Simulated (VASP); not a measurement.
# Al2Cu: single point with PBE

Al2Cu:

```
Al Cu
1.0
     4.01113    0.00000    0.00000
     0.00000    4.01113    0.00000
     0.00000    0.00000    2.88473
Al Cu
2 1
Direct
  0.50000 0.00000 0.50000
  0.00000 0.50000 0.50000
  0.00000 0.00000 0.00000
```

| Property | Result |
| --- | --- |
| Program | VASP 6.6.1 |
| Task | single point |
| Functional | PBE |
| Potentials or basis | VASP PAW PBE potentials, release 64 (Al, Cu) |
| Cutoff | 520 eV |
| k mesh | 10 × 10 × 14 |
| Occupations | gaussian, width 0.15 eV |
| Spin | no spin polarisation |
| Dipole correction | no |
| Further INCAR settings | ALGO = Fast; EDIFF = 1e-06; NBANDS = 16 |

* Pressure: 5.2 GPa

Stress tensor (GPa, compression positive):
```
6.18 0.00 0.00
0.00 6.18 0.00
0.00 0.00 3.16
```

Levels at points of the mesh, in eV from the Fermi level:
```csv
k point,band 5,band 6,band 7,band 8,band 9,band 10,band 11,band 12,band 13,band 14
"(0.00, 0.00, 0.00)",-4.17,-4.17,-2.31,-2.31,0.29,1.03,5.76,6.72,6.72,7.14
"(0.50, 0.00, 0.00)",-4.38,-4.21,-4.16,-0.92,1.75,1.97,2.35,7.23,8.71,9.19
"(0.50, 0.50, 0.00)",-4.42,-4.24,-4.20,-4.20,-2.44,8.72,8.72,9.17,10.25,10.25
"(0.00, 0.00, 0.50)",-4.88,-4.15,-3.12,2.62,2.62,2.85,2.85,2.85,3.13,4.16
"(0.50, 0.00, 0.50)",-4.24,-4.19,-3.14,-2.57,-1.75,3.76,4.19,4.53,5.34,6.47
"(0.50, 0.50, 0.50)",-3.98,-3.65,-2.26,-2.26,-1.06,-0.90,0.04,0.04,2.41,12.38
```

Run time: 74 s on 1 thread of Intel(R) Xeon(R) Platinum 8559C (Emerald Rapids), with other jobs on the host, peak memory 0.24 GiB.
